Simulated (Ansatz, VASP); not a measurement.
## Two plane-wave programs on Al3B2As

```
CELL_PARAMETERS angstrom
6.47797 0.00000 0.00000
-3.23899 5.61009 0.00000
0.00000 0.00000 2.85258
ATOMIC_POSITIONS crystal
Al 0.65495 0.00000 0.50000
Al 0.00000 0.65495 0.50000
Al 0.34505 0.34505 0.50000
B 0.33333 0.66667 0.50000
B 0.66667 0.33333 0.50000
As 0.00000 0.00000 0.00000
```

Alike in both runs: task relaxation of cell and atoms; functional PBE; k mesh 3 × 3 × 6; occupations gaussian, width 0.1 eV; no spin polarisation.

```csv
,VASP,Ansatz
version,VASP 6.6.1,Ansatz 0.2.0
potentials or method,"VASP PAW PBE potentials, release 64 (Al, B, As), cutoff 600 eV","scalar-relativistic, plane waves, PAW"
valence electrons in the cell,20,30
```

```csv
,VASP,Ansatz,Ansatz less VASP
"gap on the k mesh at the Fermi level, each at its own relaxed structure (eV)",none,none,-
relaxed volume (Å³/atom),17.12,17.14,+0.023
relaxed cell length with the largest relative difference (Å),2.748,2.751,+0.0028
```

A gap of «none» marks a metal or a gap that the smearing closes. VASP's potentials hold 20 valence electrons a cell and Ansatz's 30, so a difference there can come from the potentials and not from the codes.

The k mesh is coarse, so the values compare programs but aren't converged.
